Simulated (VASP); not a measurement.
# NaF (Fm-3m) in VASP: a series of runs

The runs below take NaF through single point, with PBEsol.

All numbers are computed with VASP 6.6.1; they aren't measurements. Logs are shortened: lines on timing, memory, paths and dates and some standing lists are left out, and cuts for length are marked.

### 1 The cell of the first run

It takes space group Fm-3m (No. 225, cubic). Conventional cell: a = 4.408 Å, b = 4.408 Å, c = 4.408 Å, α = 90.00°, β = 90.00°, γ = 90.00°. Within 2.9 Å of Na (site symmetry m-3m) lie 6 F at 2.20 Å. Within 2.9 Å of F (site symmetry m-3m) lie 6 Na at 2.20 Å.

### 2 Single point, PBEsol

Input file INCAR:

```
SYSTEM = NaF
PREC = Accurate
ENCUT = 600
EDIFF = 1E-6
ISMEAR = -1
SIGMA = 0.05
LREAL = .FALSE.
LASPH = .TRUE.
NELM = 120
ALGO = Normal
ISIF = 2
LWAVE = .FALSE.
LCHARG = .FALSE.
GGA = PS
NBANDS = 14
GGA_COMPAT = .FALSE.
```

Input file KPOINTS:

```
regular mesh
0
G
  10 10 10
  0 0 0
```

Input file POSCAR:

```
NaF
1.0
    0.0000000000      2.2041887117      2.2041887117
    2.2041887117      0.0000000000      2.2041887117
    2.2041887117      2.2041887117      0.0000000000
Na F
1 1
Direct
    0.0000000000      0.0000000000      0.0000000000
    0.5000000000      0.5000000000      0.5000000000
```

Potentials or basis: VASP PAW PBE potentials, release 64 (Na_pv, F).

Started as:

```sh
> cat potpaw_PBE.64/Na_pv/POTCAR potpaw_PBE.64/F/POTCAR > POTCAR
> mpirun -np 1 vasp_std > vasp.out
```

OUTCAR:

```text
SYSTEM = NaF
   PREC = Accurate
   ENCUT = 600
   EDIFF = 1E-6
   ISMEAR = -1
   LREAL = .FALSE.
   LASPH = .TRUE.
   NELM = 120
   ISIF = 2
   GGA = PS

 ion  position               nearest neighbor table
   1  0.000  0.000  0.000-   2 2.20   2 2.20   2 2.20   2 2.20   2 2.20   2 2.20
   2  0.500  0.500  0.500-   1 2.20   1 2.20   1 2.20   1 2.20   1 2.20   1 2.20

  LATTYP: Found a face centered cubic cell.
 ALAT       =     4.4083774234

  Lattice vectors:

 A1 = (   0.0000000000,   2.2041887117,   2.2041887117)
 A2 = (   2.2041887117,   0.0000000000,   2.2041887117)
 A3 = (   2.2041887117,   2.2041887117,   0.0000000000)

Analysis of symmetry for initial positions (statically):
=====================================================================
 Subroutine PRICEL returns:
 Original cell was already a primitive cell.

 Routine SETGRP: Setting up the symmetry group for a
 face centered cubic supercell.

 Subroutine GETGRP returns: Found 48 space group operations
 (whereof 48 operations were pure point group operations)
 out of a pool of 48 trial point group operations.

The static configuration has the point symmetry O_h .

Analysis of symmetry for dynamics (positions and initial velocities):
=====================================================================
 Subroutine PRICEL returns:
 Original cell was already a primitive cell.

 Routine SETGRP: Setting up the symmetry group for a
 face centered cubic supercell.

 Subroutine GETGRP returns: Found 48 space group operations
 (whereof 48 operations were pure point group operations)
 out of a pool of 48 trial point group operations.

The dynamic configuration has the point symmetry O_h .

 Subroutine INISYM returns: Found 48 space group operations
 (whereof 48 operations are pure point group operations),
 and found     1 'primitive' translations

----------------------------------------------------------------------------------------

                                     Primitive cell

  volume of cell :      21.4179

  direct lattice vectors                    reciprocal lattice vectors
     0.000000000  2.204188712  2.204188712    -0.226840831  0.226840831  0.226840831
     2.204188712  0.000000000  2.204188712     0.226840831 -0.226840831  0.226840831
     2.204188712  2.204188712  0.000000000     0.226840831  0.226840831 -0.226840831

  length of vectors
     3.117193570  3.117193570  3.117193570     0.392899845  0.392899845  0.392899845

  position of ions in fractional coordinates (direct lattice)
     0.000000000  0.000000000  0.000000000
     0.500000000  0.500000000  0.500000000

  ion indices of the primitive-cell ions
   primitive index   ion index
                 1           1
                 2           2

----------------------------------------------------------------------------------------

 KPOINTS: regular mesh

Automatic generation of k-mesh.
 Grid dimensions read from file:
 generate k-points for:   10   10   10

 Generating k-lattice:

  Cartesian coordinates                     Fractional coordinates (reciprocal lattice)
    -0.022684083  0.022684083  0.022684083     0.100000000  0.000000000  0.000000000
     0.022684083 -0.022684083  0.022684083     0.000000000  0.100000000  0.000000000
     0.022684083  0.022684083 -0.022684083     0.000000000  0.000000000  0.100000000

  Length of vectors
     0.039289985  0.039289985  0.039289985

  Shift w.r.t. Gamma in fractional coordinates (k-lattice)
     0.000000000  0.000000000  0.000000000

 Subroutine IBZKPT returns following result:
 ===========================================

 Found     47 irreducible k-points:

 Following reciprocal coordinates:
            Coordinates               Weight
  0.000000  0.000000  0.000000      1.000000
  0.100000  0.000000  0.000000      8.000000
  0.200000  0.000000  0.000000      8.000000
  0.300000  0.000000  0.000000      8.000000
  0.400000  0.000000  0.000000      8.000000
  0.500000  0.000000  0.000000      4.000000
[... 16 lines left out ...]
  0.300000  0.300000  0.000000      6.000000
  0.400000  0.300000  0.000000     24.000000
 [... further k-points ...]
   k-points           NKPTS =     47   k-points in BZ     NKDIM =     47   number of bands    NBANDS=     14
   number of dos      NEDOS =    301   number of ions     NIONS =      2
   total plane-waves  NPLWV =  21952
   dimension x,y,z NGX =    28 NGY =   28 NGZ =   28
   dimension x,y,z NGXF=    56 NGYF=   56 NGZF=   56
   ions per type =               1   1
   NGX,Y,Z   is equivalent  to a cutoff of  14.93, 14.93, 14.93 a.u.
   NGXF,Y,Z  is equivalent  to a cutoff of  29.87, 29.87, 29.87 a.u.
 SYSTEM =  NaF
   PREC   = accura    normal or accurate (medium, high low for compatibility)
   ISTART =      0    job   : 0-new  1-cont  2-samecut
   ICHARG =      2    charge: 1-file 2-atom 10-const
   ISPIN  =      1    spin polarized calculation?
   LNONCOLLINEAR =      F non collinear calculations
   LSORBIT =      F    spin-orbit coupling
   LASPH  =      T    aspherical Exc in radial PAW
   ENCUT  =  600.0 eV  44.10 Ry    6.64 a.u.   6.23  6.23  6.23*2*pi/ulx,y,z
   NELM   =    120;   NELMIN=  2; NELMDL= -5     # of ELM steps
   EDIFF  = 0.1E-05   stopping-criterion for ELM
   LREAL  =      F    real-space projection
   EDIFFG = 0.1E-04   stopping-criterion for IOM
   NSW    =      0    number of steps for IOM
   IBRION =     -1    ionic relax: 0-MD 1-quasi-New 2-CG
   NFREE  =      0    steps in history (QN), initial steepest desc. (CG)
   ISIF   =      2    stress and relaxation
   ISYM   =      2    0-nonsym 1-usesym 2-fastsym
   POTIM  = 0.5000    time-step for ionic-motion
   TEBEG  =    0.0;   TEEND  =   0.0 temperature during run
   PSTRESS=    0.0 pullay stress
   NELECT =      14.0000    total number of electrons
   NUPDOWN=      -1.0000    fix difference up-down
   EMIN   =  10.00;   EMAX   =-10.00  energy-range for DOS
   EFERMI =   0.00;   METHOD = LEGACY
   ISMEAR =    -1;   SIGMA  =   0.05  broadening in eV -4-tet -1-fermi 0-gaus
   EFERMI_NEDOS =   21; number of points for ismear=-14 and -15
   IALGO  =     38    algorithm
   IMIX   =      4    mixing-type and parameters
     AMIX     =   0.40;   BMIX     =  1.00
     AMIX_MAG =   1.60;   BMIX_MAG =  1.00
  volume/ion in A,a.u.               =      10.71        72.27
  Fermi-wavevector in a.u.,A,eV,Ry     =   1.420775  2.684876 27.464754  2.018603
  Thomas-Fermi vector in A             =   2.541655
   LORBIT       =      0    0 simple, 1 ext, 2 COOP (PROOUT), +10 PAW based schemes
   GGA     = PS    functional components
   LHFCALC =     F    Hartree Fock is set to
   AEXX    =    0.0000 exact exchange contribution
   IVDW    =     0    specifies the selected vdW correction
   LEPSILON=     F    determine dielectric tensor
   LRPA    =     F    only Hartree local field effects (RPA)
 non-spin polarized calculation
  energy-cutoff  :      600.00
  volume of cell :       21.42
 maximum number of plane-waves:       728
 NGX is ok and might be reduce to    28
   NGX = 13   NGY = 13   NGZ = 13

 number of electron      14.0000001 magnetization

 Free energy of the ion-electron system (eV)
  ---------------------------------------------------
  ext. energy  EPLUGINS =         0.00000000
  ---------------------------------------------------
  free energy    TOTEN  =        -8.67106224 eV

  energy without entropy =       -8.67106224  energy(sigma->0) =       -8.67106224

 E-fermi :  -0.3318     XC(G=0): -10.1069

 val. band max:       -1.4558061382   @ k =   0.0000   0.0000   0.0000
 cond. band min:       5.5635939430   @ k =   0.0000   0.0000   0.0000
 fundamental gap:      7.0194000812
 Fermi energy:        -0.3317804287

 k-point     1 :       0.0000    0.0000    0.0000
  band No.  band energies     occupation
      1     -20.8062      2.00000
      2     -19.8102      2.00000
      3     -19.8102      2.00000
      4     -19.8102      2.00000
      5      -1.4558      2.00000
      6      -1.4558      2.00000
      7      -1.4558      2.00000
      8       5.5636      0.00000
      9      18.4337      0.00000
     10      18.4337      0.00000
     11      18.4337      0.00000
     12      21.4440      0.00000
     13      24.0097      0.00000
     14      24.0097      0.00000

 k-point     2 :       0.1000    0.0000    0.0000
  band No.  band energies     occupation
      1     -20.8926      2.00000
      2     -19.8120      2.00000
      3     -19.8120      2.00000
      4     -19.7039      2.00000
      5      -1.6998      2.00000
      6      -1.4900      2.00000
      7      -1.4900      2.00000
      8       5.9635      0.00000
      9      17.0532      0.00000
     10      18.6326      0.00000
     11      18.6326      0.00000
     12      23.1282      0.00000
     13      23.6894      0.00000
     14      23.6894      0.00000

 k-point     3 :       0.2000    0.0000    0.0000
  band No.  band energies     occupation
      1     -21.0666      2.00000
      2     -19.8164      2.00000
      3     -19.8164      2.00000
      4     -19.4773      2.00000
      5      -2.2624      2.00000
      6      -1.5786      2.00000
      7      -1.5786      2.00000
      8       6.9744      0.00000
      9      15.2441      0.00000
     10      19.1527      0.00000
     11      19.1527      0.00000
     12      23.1420      0.00000
     13      23.1420      0.00000
     14      24.9434      0.00000
[... 324 lines left out ...]
 k-point    23 :       0.3000    0.3000    0.0000
  band No.  band energies     occupation
      1     -20.9502      2.00000
      2     -19.8690      2.00000
      3     -19.8690      2.00000
      4     -19.5144      2.00000
      5      -2.7753      2.00000
      6      -1.7897      2.00000
      7      -1.7897      2.00000
      8       9.1283      0.00000
      9      13.3103      0.00000
     10      17.9644      0.00000
     11      19.6546      0.00000
     12      19.6546      0.00000
     13      26.5120      0.00000
     14      26.8416      0.00000

 k-point    24 :       0.4000    0.3000    0.0000
  band No.  band energies     occupation
      1     -20.8965      2.00000
      2     -19.8929      2.00000
      3     -19.8779      2.00000
      4     -19.5469      2.00000
      5      -2.9020      2.00000
      6      -1.9252      2.00000
      7      -1.8546      2.00000
      8      10.1894      0.00000
      9      12.7874      0.00000
     10      16.7808      0.00000
     11      19.8416      0.00000
     12      19.9023      0.00000
     13      26.5038      0.00000
     14      26.9944      0.00000

 [... further k-points ...]

------------------------ aborting loop because EDIFF is reached ----------------------------------------

  FORCE on cell =-STRESS in cart. coord.  units (eV):
  Direction    XX          YY          ZZ          XY          YZ          ZX
  --------------------------------------------------------------------------------------
  -------------------------------------------------------------------------------------
  Total        1.3456178      1.3456178      1.3456178      0.0000000      0.0000000     -0.0000000
  in kB      100.6597862    100.6597862    100.6597862      0.0000000      0.0000000     -0.0000000
  external PRESSURE =     100.6597862 kB  Pullay stress =       0.0000000 kB

 VOLUME and BASIS-vectors are now :
 -----------------------------------------------------------------------------
  energy-cutoff  :      600.00
  volume of cell :       21.42
      direct lattice vectors                 reciprocal lattice vectors
     0.000000000  2.204188712  2.204188712    -0.226840831  0.226840831  0.226840831
     2.204188712  0.000000000  2.204188712     0.226840831 -0.226840831  0.226840831
     2.204188712  2.204188712  0.000000000     0.226840831  0.226840831 -0.226840831

 POSITION                                       TOTAL-FORCE (eV/Angst)
 -----------------------------------------------------------------------------------
      0.00000      0.00000      0.00000        -0.000000     -0.000000     -0.000000
      2.20419      2.20419      2.20419         0.000000      0.000000      0.000000
 -----------------------------------------------------------------------------------
    total drift:                                0.000000      0.000000      0.000000

  FREE ENERGIE OF THE ION-ELECTRON SYSTEM (eV)
  ---------------------------------------------------
  free  energy   TOTEN  =        -8.6710622366 eV

  energy  without entropy=       -8.6710622366  energy(sigma->0) =       -8.67106224
```

It took 30 s on 1 thread of Intel Xeon 8259CL, shared host; peak memory 0.16 GiB.

Results:

```yaml
Free_energy: -8.6711 eV
Pressure: 10.1 GPa
Band_gap_on_the_k_mesh: 7.02 eV
```

Levels at points of the mesh, in eV from the valence-band top:
```
           k point  band 3  band 4  band 5  band 6  band 7  band 8  band 9  band 10  band 11  band 12
(0.00, 0.00, 0.00)  -18.35  -18.35    0.00    0.00    0.00    7.02   19.89    19.89    19.89    22.90
(0.50, 0.00, 0.00)  -18.37  -17.57   -1.98   -0.35   -0.35   11.54   13.64    21.63    21.63    24.63
(0.50, 0.50, 0.00)  -18.45  -18.45   -1.54   -0.49   -0.49   13.56   14.26    15.07    21.66    21.66
```

Caveat: the cell stands under pressure; the PAW data sets were made with another functional, which shifts forces and pressure a little.

### 3 Single point, PBEsol

This run uses another cell than the first one, of 11.40 Å³/atom.

Input file INCAR:

```
PREC = Accurate
ENCUT = 600
EDIFF = 1E-6
ISMEAR = -1
SIGMA = 0.05
LREAL = F
LASPH = T
NELM = 120
ALGO = Normal
ISIF = 2
LWAVE = F
LCHARG = F
GGA = PS
NBANDS = 14
GGA_COMPAT = F
```

Input file KPOINTS:

```
regular mesh
0
Gamma
  10 10 10
```

Input file POSCAR:

```
NaF
1.0
    0.0000000000      2.2503652968      2.2503652968
    2.2503652968      0.0000000000      2.2503652968
    2.2503652968      2.2503652968      0.0000000000
Na F
1 1
Direct
    0.0000000000      0.0000000000      0.0000000000
    0.5000000000      0.5000000000      0.5000000000
```

Potentials or basis: VASP PAW PBE potentials, release 64 (Na_pv, F).

Started as:

```sh
> cat potpaw_PBE.64/Na_pv/POTCAR potpaw_PBE.64/F/POTCAR > POTCAR
> mpirun -np 1 vasp_std > vasp.out
```

It took 31 s on 1 thread of Intel Xeon 8259CL, shared host; peak memory 0.16 GiB.

Results (log left out):

```yaml
Free_energy: -8.7379 eV
Pressure: 4.9 GPa
Band_gap_on_the_k_mesh: 6.64 eV
```

Levels at points of the mesh, in eV from the valence-band top:
```csv
k point,band 3,band 4,band 5,band 6,band 7,band 8,band 9,band 10,band 11,band 12
"(0.00, 0.00, 0.00)",-18.52,-18.52,0.00,0.00,0.00,6.64,19.46,19.46,19.46,22.33
"(0.50, 0.00, 0.00)",-18.53,-17.76,-1.82,-0.31,-0.31,11.14,13.08,20.93,20.93,23.86
"(0.50, 0.50, 0.00)",-18.59,-18.59,-1.44,-0.45,-0.45,13.37,13.71,14.41,20.79,20.79
```

Caveat: the cell stands under pressure; the PAW data sets were made with another functional, which shifts forces and pressure a little. A k mesh can miss the band edges.
